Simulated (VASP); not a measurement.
Here is a VASP 6.6.1 calculation.

POSCAR

```
Ag
1.0
   -1.6556540000      1.6556540000      1.6556540000
    1.6556540000     -1.6556540000      1.6556540000
    1.6556540000      1.6556540000     -1.6556540000
Ag
1
Direct
    0.0000000000      0.0000000000      0.0000000000
```

Contents of INCAR.step1:

```
SYSTEM = Ag
PREC     = Accurate       ! precision mode
ENCUT    = 600            ! plane-wave cutoff, eV
ISMEAR   = 0              ! smearing method
SIGMA    = 0.1            ! smearing width, eV
LREAL    = .FALSE.        ! projectors in reciprocal space
LASPH    = .TRUE.         ! aspherical terms in the spheres
NELM     = 80             ! most SCF steps
GGA      = PE             ! functional
ALGO     = Normal         ! electronic algorithm
EDIFF    = 1E-4           ! SCF threshold, eV
LWAVE    = .TRUE.         ! write WAVECAR
LCHARG   = .FALSE.        ! write CHGCAR
```

File INCAR.step2:

```
SYSTEM = Ag
PREC     = Accurate       ! precision mode
ENCUT    = 600            ! plane-wave cutoff, eV
EDIFF    = 1E-6           ! SCF threshold, eV
ISMEAR   = 0              ! smearing method
SIGMA    = 0.1            ! smearing width, eV
LREAL    = .FALSE.        ! projectors in reciprocal space
LASPH    = .TRUE.         ! aspherical terms in the spheres
NELM     = 80             ! most SCF steps
ALGO     = Normal         ! electronic algorithm
ISIF     = 3              ! what is computed and relaxed
LWAVE    = .FALSE.        ! write WAVECAR
LCHARG   = .FALSE.        ! write CHGCAR
METAGGA  = R2SCAN         ! meta-GGA
LMIXTAU  = .TRUE.       
IBRION   = 2              ! ionic algorithm
NSW      = 100            ! ionic steps
EDIFFG   = -0.005         ! ionic threshold
ISTART   = 1
```

File KPOINTS:

```
regular mesh
0
G
  18 18 18
  0 0 0
```

Potentials or basis: VASP PAW PBE potentials, release 64 (Ag).

Launch:

```bash
$ cat potpaw_PBE.64/Ag/POTCAR > POTCAR
$ cp INCAR.step1 INCAR
$ mpirun -np 1 vasp_std > vasp.out
$ cp INCAR.step2 INCAR
$ mpirun -np 1 vasp_std > vasp.out
```

What does it give for the band gap on the k mesh?

Zero (an odd number of electrons rules out a gap without spin polarisation).

Estimate the relaxed cell.

a = 2.832 Å, b = 2.832 Å, c = 2.832 Å, α = 109.47°, β = 109.47°, γ = 109.47°.

Estimate the space group after relaxing (to 0.1 Å).

Im-3m (No. 229).

The path:
| step | energy change (eV) | largest force (eV/Å) | pressure (GPa) | volume (Å³) |
| --- | --- | --- | --- | --- |
| 1 | 0.0000 | 0.0000 | -3.40 | 18.15 |
| 2 | -0.0055 | 0.0000 | 1.95 | 17.16 |
| 3 | -0.0075 | 0.0000 | 0.01 | 17.48 |

Caveat: the PAW data sets were made with another functional, which shifts forces and pressure a little.
